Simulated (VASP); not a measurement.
A run of VASP 6.6.1:

INCAR

```
PREC = Accurate
ENCUT = 520
EDIFF = 1E-7
ISMEAR = 0
SIGMA = 0.01
LREAL = False
LASPH = True
NELM = 80
ALGO = Normal
ISIF = 2
LWAVE = False
LCHARG = False
GGA = PS
NBANDS = 16
```

File KPOINTS:

```
regular mesh
0
Gamma
  9 9 6
```

File POSCAR:

```
Si
1.0
    3.8438634368      0.0000000000      0.0000000000
   -1.9219317184      3.3288833850      0.0000000000
    0.0000000000      0.0000000000      6.3057763848
Si
4
Direct
    0.3333333333      0.6666666667     -0.0005372923
    0.6666666667      0.3333333333      0.4994627077
    0.3333333333      0.6666666667      0.3745372923
    0.6666666667      0.3333333333      0.8745372923
```

Potentials or basis: VASP PAW PBE potentials, release 64 (Si).

Launch:

```sh
$ cat potpaw_PBE.64/Si/POTCAR > POTCAR
$ mpirun -np 1 vasp_std > vasp.out
```

Hardware: 1 thread of Intel Xeon 8259CL, on a shared host.

Q: Estimate the wall time of this run.

A: Wall time 53 s on 1 thread of Intel Xeon 8259CL, with other jobs on the host, peak memory 0.21 GiB. Counts: scf iterations 13, k points 48.
